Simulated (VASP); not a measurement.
Runs of VASP 6.6.1 on AlN. The structure is that of space group Fm-3m (No. 225), or close to it. The cells are those of the table. 

```tsv
level	cell	k mesh	smearing	grid for exact exchange (PRECFOCK)	screening parameter	gap on the mesh (eV)	pressure (GPa)
PBE	a = 2.881, b = 2.881, c = 2.906 Å, angles 59.7, 59.7, 60.6°, 2 atoms	10 × 10 × 10	fermi-dirac 0.02 eV	-	-	4.16	-2.9
r2SCAN	a = 2.881, b = 2.881, c = 2.906 Å, angles 59.7, 59.7, 60.6°, 2 atoms	10 × 10 × 10	gaussian 0.01 eV	-	-	5.03	-9.7
r2SCAN	a = 2.984 Å, angles 60.0°, 2 atoms	10 × 10 × 10	gaussian 0.01 eV	-	-	4.25	-28.8
PBE	a = 2.984 Å, angles 60.0°, 2 atoms	10 × 10 × 10	fermi-dirac 0.02 eV	-	-	(b)	-22.1
HSE06	a = 2.984 Å, angles 60.0°, 2 atoms	8 × 8 × 8	gaussian 0.01 eV	Normal	0.2079 1/Å	(a)	(c)
```

Alike in all rows: task single point; potentials or basis VASP PAW PBE potentials, release 64 (Al, N); no spin polarisation; cutoff (eV) 520.

**Question.** Estimate the missing entries.

**Answer.** (a) 4.68; (b) 3.43; (c) -29.5.

Caveats: the PAW data sets were made with another functional, which shifts forces and pressure a little (some runs).

A k mesh can miss the band edges.
